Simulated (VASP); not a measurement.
Here is a VASP 6.6.1 calculation.

Contents of INCAR:

```
SYSTEM = K3SBr
  ALGO = Normal
  EDIFF = 1E-6
  ENCUT = 500
  GGA = PS
  GGA_COMPAT = .FALSE.
  ISIF = 2
  ISMEAR = 0
  LASPH = .TRUE.
  LCHARG = .TRUE.
  LELF = .TRUE.
  LREAL = .FALSE.
  LVHAR = .TRUE.
  LWAVE = .FALSE.
  NBANDS = 28
  NELM = 120
  PREC = Accurate
  SIGMA = 0.05
```

Contents of KPOINTS:

```
k-points
0
G
  4 4 4
  0 0 0
```

Contents of POSCAR:

```
K3SBr
1.0
    5.9454902316      0.0000000000      0.0000000000
    0.0000000000      5.9454902316      0.0000000000
    0.0000000000      0.0000000000      5.9454902316
Br S K
1 1 3
Direct
    0.0000000000      0.0000000000      0.0000000000
    0.5000000000      0.5000000000      0.5000000000
    0.5000000000      0.5000000000      0.0000000000
    0.5000000000      0.0000000000      0.5000000000
    0.0000000000      0.5000000000      0.5000000000
```

Potentials or basis: VASP PAW PBE potentials, release 64 (Br, S, K_sv).

Launch:

```sh
$ cat potpaw_PBE.64/Br/POTCAR potpaw_PBE.64/S/POTCAR potpaw_PBE.64/K_sv/POTCAR > POTCAR
$ mpirun -np 1 vasp_std > vasp.out
```

Question: What does it give for the band gap on the k mesh?

Answer: 1.70 eV.

Question: What does it give for the pressure?

Answer: -0.2 GPa.

Caveat: the PAW data sets were made with another functional, which shifts forces and pressure a little.
